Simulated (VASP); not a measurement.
The system is MgCd3Te4.

```
CELL_PARAMETERS angstrom
6.58003 -0.02851 0.03611
-0.02851 6.53869 0.04633
0.03611 0.04633 6.50266
ATOMIC_POSITIONS crystal
Mg 0.00323 0.00575 0.98185
Cd 0.99347 0.49113 0.50238
Cd 0.50079 0.99315 0.50257
Cd 0.50309 0.49980 0.00574
Te 0.75008 0.76132 0.25627
Te 0.75336 0.25899 0.74988
Te 0.25179 0.74199 0.75379
Te 0.24420 0.24787 0.24753
```

| Item | Value |
| --- | --- |
| Program | VASP 6.6.1 |
| Task | relaxation of cell and atoms |
| Functional | PBE |
| Potentials or basis | VASP PAW PBE potentials, release 64 (Mg, Cd, Te) |
| Cutoff | 600 eV |
| k mesh | 2 × 2 × 2 |
| Occupations | gaussian, width 0.1 eV |
| Spin | no spin polarisation |

At the start: pressure 1.3 GPa; volume 34.97 Å³/atom.

Task: How do energy, volume and symmetry change on relaxing?

Result: Over 16 steps the energy falls by 18.7 meV/atom and the volume is 35.95 Å³/atom (+2.8 %); space group P-43m (No. 215, to 0.05 Å).

Step by step:
```
step  energy change (eV)  largest force (eV/Å)  pressure (GPa)  volume (Å³)
   1              0.0000                0.8475            1.26       279.75
   2             -0.1141                0.2874           -0.35       291.01
   3             -0.1141                0.2819           -0.38       291.24
   4             -0.1320                0.1982           -0.11       288.73
   5             -0.1389                0.1212            0.21       285.97
   6             -0.1431                0.0667            0.02       287.45
   7             -0.1432                0.0596           -0.02       287.79
   8             -0.1442                0.0501           -0.02       287.79
   9             -0.1455                0.0467           -0.01       287.79
  10             -0.1464                0.0514            0.02       287.58
  11             -0.1467                0.0586            0.05       287.33
  12             -0.1474                0.0487            0.02       287.61
  13             -0.1482                0.0389           -0.07       288.44
  14             -0.1488                0.0302            0.00       287.74
  15             -0.1488                0.0291            0.04       287.50
  16             -0.1493                0.0198            0.02       287.61
```

Final structure:
```cif
data_structure
_symmetry_space_group_name_H-M 'P 1'
_symmetry_Int_Tables_number 1
_cell_length_a 6.5971
_cell_length_b 6.6009
_cell_length_c 6.6046
_cell_angle_alpha 90.056
_cell_angle_beta 89.971
_cell_angle_gamma 89.908
_cell_volume 287.61
loop_
_atom_site_label
_atom_site_type_symbol
_atom_site_fract_x
_atom_site_fract_y
_atom_site_fract_z
_atom_site_occupancy
Mg1 Mg 0.00008 0.00034 0.99921 1
Cd1 Cd 0.99979 0.49975 0.49953 1
Cd2 Cd 0.49910 0.00006 0.50117 1
Cd3 Cd 0.50057 0.50043 0.00089 1
Te1 Te 0.75339 0.75347 0.24713 1
Te2 Te 0.75272 0.24714 0.75269 1
Te3 Te 0.24696 0.75204 0.75279 1
Te4 Te 0.24739 0.24676 0.24659 1
```

Caveat: the k points lie up to 0.48 Å⁻¹ apart in the final cell.
